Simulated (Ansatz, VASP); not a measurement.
One calculation of BaS, two programs

INCAR

```
PREC = Accurate ; ENCUT = 520
EDIFF = 1E-8 ; ISMEAR = -1
SIGMA = 0.02 ; LREAL = F
LASPH = T ; NELM = 60
ALGO = Normal ; ISIF = 2
LWAVE = F ; LCHARG = F
GGA = PS ; LEFG = T
NBANDS = 15
```

Contents of KPOINTS:

```
Automatic mesh
0
Gamma
  8 8 8
```

Contents of POSCAR:

```
BaS
1.0
    0.0000000000      3.2461158646      3.2461158646
    3.2461158646      0.0000000000      3.2461158646
    3.2461158646      3.2461158646      0.0000000000
Ba S
1 1
Direct
    0.0000000000      0.0000000000      0.0000000000
    0.5000000000      0.5000000000      0.5000000000
```

Input for Ansatz:

```yaml
crystal:
  lattice:
    - [0.0, 3.2461158646, 3.2461158646]
    - [3.2461158646, 0.0, 3.2461158646]
    - [3.2461158646, 3.2461158646, 0.0]
  atoms:
    - { symbol: Ba, position: [0.0, 0.0, 0.0] }
    - { symbol: S, position: [0.5, 0.5, 0.5] }
kpoints:
  mp_grid: { grid: [8, 8, 8] }
scf:
  occupations: { method: fermi_dirac, width: 0.02 }
hamiltonian:
  xc: pbesol
  pseudopotentials: { kind: paw }
output:
  forces: true
  stress: true
  eigenvalues: true
  efg: { contact_densities: true }
  write_density: true
  write_potential: true
  elf: true
  volumetric_format: npy
```

Change from the starting cell: volume scaled by 1.05, PAW files.

Alike in both runs: task electric field gradients; functional PBEsol; k mesh 8 × 8 × 8; occupations fermi-dirac, width 0.02 eV; no spin polarisation.

|  | VASP | Ansatz |
| --- | --- | --- |
| version | VASP 6.6.1 | Ansatz 0.2.0 |
| potentials or method | VASP PAW PBE potentials, release 64 (Ba_sv, S) | PAW with Ansatz's default frozen-core files, scalar-relativistic |
| plane-wave cutoff (eV) | 520 | 420 |
| valence electrons in the cell | 16 | 16 |

Ansatz gave:

```
gap on the k mesh at the Fermi level (eV) : 2.15
pressure (GPa)                            : -2.9
```

Q: Which values does VASP return?

A: gap on the k mesh at the Fermi level (eV): 2.06; pressure (GPa): -2.4.

VASP's potentials were made for PBE, not for PBEsol. With one functional, cell and mesh, what is left measures potentials, basis and numerics.

Neither program's run includes spin-orbit coupling.
